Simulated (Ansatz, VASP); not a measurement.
# One calculation of Sc2Pb, two programs

```xyz
3
Lattice="5.0320 0.0000 0.0000 -2.5160 4.3579 0.0000 0.0000 0.0000 3.2751" Properties=species:S:1:pos:R:3 pbc="T T T"
Sc    0.0000    2.9052    1.6376
Sc    2.5160    1.4526    1.6376
Pb    0.0000    0.0000    0.0000
```

Alike in both runs: task relaxation of cell and atoms; functional PBE; k mesh 6 × 6 × 6; occupations gaussian, width 0.1 eV; no spin polarisation.

|  | VASP | Ansatz |
| --- | --- | --- |
| version | VASP 6.6.1 | Ansatz 0.2.0 |
| potentials or method | VASP PAW PBE potentials, release 64 (Sc_sv, Pb_d), cutoff 600 eV | scalar-relativistic, plane waves, PAW |
| valence electrons in the cell | 36 | 36 |

Ansatz gave:

```
gap on the k mesh at the Fermi level, each at its own relaxed structure (eV) : none
relaxed volume (Å³/atom)                                                     : 24.13
relaxed cell length with the largest relative difference (Å)                 : 5.123
```

**Question.** What did VASP give for the same quantities?

**Answer.** gap on the k mesh at the Fermi level, each at its own relaxed structure (eV): none; relaxed volume (Å³/atom): 24.14; relaxed cell length with the largest relative difference (Å): 5.124.

A gap of «none» marks a metal or a gap that the smearing closes.

Spin-orbit coupling is off throughout.
